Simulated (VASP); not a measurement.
Crystal: Te3Pb4Se.

```
CELL_PARAMETERS angstrom
6.57900 -0.09987 -0.03218
-0.09987 6.53394 -0.05457
-3.27167 -3.27148 6.56114
ATOMIC_POSITIONS crystal
Te 0.24474 0.73837 0.49626
Te 0.75299 0.23572 0.49461
Te 0.99001 0.00457 0.00718
Pb 0.48677 0.00319 0.99808
Pb 0.73908 0.73426 0.46970
Pb 0.01820 0.51907 0.01165
Pb 0.26214 0.25744 0.51766
Se 0.50607 0.50738 0.00486
```

```yaml
Program: VASP 6.6.1
Task: relaxation of cell and atoms
Functional: PBE
Potentials_or_basis: VASP PAW PBE potentials, release 64 (Te, Pb_d, Se)
Cutoff: 600 eV
k_mesh: 2 × 2 × 2
Occupations: gaussian, width 0.1 eV
Spin: no spin polarisation
```

At the start: pressure 0.5 GPa; volume 35.01 Å³/atom.

**Question.** Where does the relaxation end?

**Answer.** Over 40 steps the energy falls by 100.1 meV/atom and the volume is 38.39 Å³/atom (+9.7 %); space group P1 (No. 1, to 0.1 Å) before, Cm (No. 8, to 0.1 Å).

The path:
| step | energy change (eV) | largest force (eV/Å) | pressure (GPa) | volume (Å³) |
| --- | --- | --- | --- | --- |
| 1 | 0.0000 | 0.2532 | 0.50 | 280.09 |
| 2 | -0.1427 | 0.3179 | 0.06 | 284.31 |
| 3 | -0.1432 | 0.3248 | 0.05 | 284.57 |
| 4 | -0.1727 | 0.3467 | -0.06 | 285.56 |
| 5 | -0.2573 | 0.3968 | -0.34 | 288.44 |
| 6 | -0.3834 | 0.5309 | -0.57 | 293.89 |
| 7 | -0.2771 | 1.0040 | 0.17 | 303.54 |
| 8 | -0.4231 | 0.5842 | -0.50 | 296.47 |
| 9 | -0.4403 | 0.5900 | -0.41 | 296.48 |
| 10 | -0.4832 | 0.5967 | -0.12 | 296.50 |
| 11 | -0.5155 | 0.6313 | 0.59 | 296.47 |
| 12 | -0.5548 | 0.5867 | 0.49 | 298.38 |
| 13 | -0.6350 | 0.5314 | 0.28 | 304.09 |
| 14 | -0.6423 | 0.7474 | 0.10 | 315.45 |
| 15 | -0.6629 | 0.6107 | 0.15 | 310.35 |
| 16 | -0.6969 | 0.4354 | -0.09 | 312.16 |
| 17 | -0.7253 | 0.2005 | -0.52 | 315.92 |
| 18 | -0.7531 | 0.1740 | -0.11 | 311.40 |
| 19 | -0.7610 | 0.2097 | 0.25 | 307.66 |
| 20 | -0.7723 | 0.1716 | 0.02 | 308.74 |
| 21 | -0.7731 | 0.1687 | -0.05 | 309.13 |
| 22 | -0.7792 | 0.1325 | -0.07 | 308.79 |
| 23 | -0.7854 | 0.1071 | -0.10 | 307.93 |
| 24 | -0.7891 | 0.0719 | 0.14 | 305.65 |
| 25 | -0.7892 | 0.0700 | 0.17 | 305.40 |
| 26 | -0.7928 | 0.0685 | 0.05 | 306.43 |
| 27 | -0.7938 | 0.0784 | -0.06 | 307.38 |
| 28 | -0.7960 | 0.0600 | -0.01 | 307.12 |
| 29 | -0.7961 | 0.0570 | 0.00 | 307.07 |
| 30 | -0.7973 | 0.0444 | 0.01 | 307.01 |
| 31 | -0.7981 | 0.0499 | 0.03 | 306.91 |
| 32 | -0.7989 | 0.0306 | -0.03 | 307.31 |
| 33 | -0.7990 | 0.0417 | -0.05 | 307.50 |
| 34 | -0.7996 | 0.0410 | 0.01 | 306.89 |
| 35 | -0.7997 | 0.0413 | 0.09 | 306.16 |
| 36 | -0.8000 | 0.0380 | 0.07 | 306.25 |
| 37 | -0.8004 | 0.0295 | 0.04 | 306.47 |
| 38 | -0.8006 | 0.0270 | 0.01 | 306.76 |
| 39 | -0.8008 | 0.0258 | -0.05 | 307.29 |
| 40 | -0.8009 | 0.0219 | -0.03 | 307.16 |

Final structure:
```xyz
8
Lattice="6.7409 0.4959 -0.0091 0.4685 7.2933 -0.0189 -3.5958 -3.8843 6.2913" Properties=species:S:1:pos:R:3 pbc="T T T"
Te    0.0955    3.3188    3.1389
Te    3.2434   -0.0824    3.1149
Te    7.0681    7.4952   -0.0205
Pb   -0.1236   -3.1756    6.2851
Pb    3.7392    4.1594    3.0389
Pb   -3.1059    0.0364    6.2760
Pb    0.1412    0.2689    3.2295
Se    3.3966    3.5988   -0.0094
```

Caveat: the k points lie up to 0.53 Å⁻¹ apart in the final cell.
